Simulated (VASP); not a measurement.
Runs of VASP 6.6.1 on NbSnTe4. The structure is that of space group P6/mmm (No. 191), or close to it. The cells are those of the table. 

```csv
task,cell,k mesh,cutoff (eV),gap on the mesh (eV),pressure (GPa),relaxed volume (Å³/atom),largest force (eV/Å)
single point,"a = 5.458, b = 5.458, c = 6.239 Å, angles 90.0, 90.0, 120.0°, 6 atoms",6 × 6 × 2,520,none,-0.1,-,-
relaxation of cell and atoms,"relaxed from a = 5.458, b = 5.458, c = 6.239 Å, angles 90.0, 90.0, 120.0°, 6 atoms",6 × 6 × 4,600,none,0.0,26.88,0.01
single point,"a = 4.349, b = 4.349, c = 9.189 Å, angles 90.0, 90.0, 120.0°, 6 atoms",6 × 6 × 2,520,none,27.3,-,(a)
relaxation of cell and atoms,"relaxed from a = 4.349, b = 4.349, c = 9.189 Å, angles 90.0, 90.0, 120.0°, 6 atoms",6 × 6 × 2,600,none,0.0,26.74,0.02
single point,"a = 5.415, b = 5.415, c = 6.367 Å, angles 90.0, 90.0, 120.0°, 6 atoms",12 × 12 × 6,520,none,-0.1,-,-
single point,"a = 5.398, b = 5.398, c = 6.386 Å, angles 90.0, 90.0, 120.0°, 6 atoms",6 × 6 × 4,520,none,0.0,-,0.02
```

Alike in all rows: level PBE; potentials or basis VASP PAW PBE potentials, release 64 (Nb_sv, Sn_d, Te); no spin polarisation; smearing gaussian 0.1 eV.

**Question.** Fill in the values left out.

**Answer.** (a) 1.01.

Caveats: some runs use coarse meshes; spin-orbit coupling is left out, which moves the levels of the heavy elements; forces of over 1 eV/Å act on the atoms, so gaps and moduli don't describe the material at rest (some runs).

A k mesh can miss the band edges, and the runs leave out spin-orbit coupling on Nb, Sn, Te.

A gap of «none» marks levels without a gap at the run's occupations.
